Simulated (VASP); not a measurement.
A run of VASP 6.6.1 is set up as follows.

File POSCAR:

```
Li
1.0
    0.0000000000      1.5887693264      1.5887693264
    1.5887693264      0.0000000000      1.5887693264
    1.5887693264      1.5887693264      0.0000000000
Li
1
Direct
    0.0000000000      0.0000000000      0.0000000000
```

The input INCAR.step1:

```
  ALGO = Normal
  EDIFF = 1E-4
  ENCUT = 600
  GGA = PE
  ISMEAR = 0
  LASPH = T
  LCHARG = F
  LREAL = F
  LWAVE = T
  NELM = 100
  PREC = Accurate
  SIGMA = 0.1
```

INCAR.step2

```
  ALGO = Normal
  EDIFF = 1E-6
  EDIFFG = -0.008
  ENCUT = 600
  IBRION = 2
  ISIF = 3
  ISMEAR = 0
  ISTART = 1
  LASPH = T
  LCHARG = F
  LMIXTAU = T
  LREAL = F
  LWAVE = F
  METAGGA = R2SCAN
  NELM = 100
  NSW = 70
  PREC = Accurate
  PSTRESS = 900.0
  SIGMA = 0.1
```

File KPOINTS:

```
k-points
0
Gamma
  22 22 22
```

Potentials or basis: VASP PAW PBE potentials, release 64 (Li_sv).

Run with:

```bash
$ cat potpaw_PBE.64/Li_sv/POTCAR > POTCAR
$ cp INCAR.step1 INCAR
$ mpirun -np 1 vasp_std > vasp.out
$ cp INCAR.step2 INCAR
$ mpirun -np 1 vasp_std > vasp.out
```

Problem. Estimate the space group after relaxing (to 0.05 Å).

Solution. Fm-3m (No. 225).

Problem. What does it give for the relaxed volume?

Solution. 6.98 Å³/atom.

Problem. What does it give for the relaxed cell?

Solution. a = 2.146 Å, b = 2.146 Å, c = 2.146 Å, α = 60.00°, β = 60.00°, γ = 60.00°.

Step by step:
```tsv
step	energy change (eV)	largest force (eV/Å)	pressure (GPa)	volume (Å³)
1	0.0000	0.0000	64.80	8.02
2	0.6977	0.0000	101.65	6.64
3	0.4924	0.0000	90.12	6.98
```

Caveat: the cutoff is under 1.25 times the usual one of these potentials, so pressure, stress and relaxed cells hold a basis-set (Pulay) error; the cell is relaxed towards a set pressure, so the enthalpy falls and the energy may rise; the PAW data sets were made with another functional, which shifts forces and pressure a little.
